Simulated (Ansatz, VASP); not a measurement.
**Tl: VASP beside Ansatz**

Contents of INCAR:

```
SYSTEM = Tl
PREC     = Accurate       ! precision mode
ENCUT    = 520            ! plane-wave cutoff, eV
EDIFF    = 1E-6           ! SCF threshold, eV
ISMEAR   = 0              ! smearing method
SIGMA    = 0.15           ! smearing width, eV
LREAL    = .False.        ! projectors in reciprocal space
LASPH    = .True.         ! aspherical terms in the spheres
NELM     = 60             ! most SCF steps
ALGO     = Fast           ! electronic algorithm
ISIF     = 2              ! what is computed and relaxed
LWAVE    = .False.        ! write WAVECAR
LCHARG   = .True.         ! write CHGCAR
GGA      = PE             ! functional
LELF     = .True.         ! ELF
LVHAR    = .True.       
NBANDS   = 20             ! bands
```

Contents of KPOINTS:

```
regular mesh
0
Gamma
  18 18 10
  0 0 0
```

POSCAR

```
Tl
1.0
    3.4559983565      0.0000000000      0.0000000000
   -1.7279991783      2.9929823722      0.0000000000
    0.0000000000      0.0000000000      5.0830000000
Tl
2
Direct
    0.3333333333      0.6666666667      0.2500000000
    0.6666666667      0.3333333333      0.7500000000
```

Input for Ansatz:

```yaml
crystal:
  lattice:
    - [3.4559983565, 0.0, 0.0]
    - [-1.7279991783, 2.9929823722, 0.0]
    - [0.0, 0.0, 5.083]
  atoms:
    - { symbol: Tl, position: [0.3333333333, 0.6666666667, 0.25] }
    - { symbol: Tl, position: [0.6666666667, 0.3333333333, 0.75] }
basis:
  ecutwfc: 420
kpoints:
  mp_grid: { grid: [18, 18, 10] }
hamiltonian:
  xc: pbe
scf:
  occupations: { method: gaussian, width: 0.15 }
output:
  forces: true
  stress: true
  eigenvalues: true
```

Change from the starting cell: strain +0.000 along x and y, -0.080 along z, atoms carried along.

Alike in both runs: task single point; functional PBE; k mesh 18 × 18 × 10; occupations gaussian, width 0.15 eV; no spin polarisation.

|  | VASP | Ansatz |
| --- | --- | --- |
| version | VASP 6.6.1 | Ansatz 0.2.0 |
| potentials or method | VASP PAW PBE potentials, release 64 (Tl_d), cutoff 520 eV | scalar-relativistic, plane waves, PAW |
| valence electrons in the cell | 26 | 26 |

|  | VASP | Ansatz | Ansatz less VASP |
| --- | --- | --- | --- |
| gap on the k mesh at the Fermi level (eV) | none | none | - |
| pressure (GPa) | 8.1 | 8.1 | +0.05 |
| traceless stress, the component that is largest in VASP (GPa) | 2.11 | 2.11 | 0.000 |

A gap of «none» marks a metal or a gap that the smearing closes.

Neither program's run includes spin-orbit coupling.
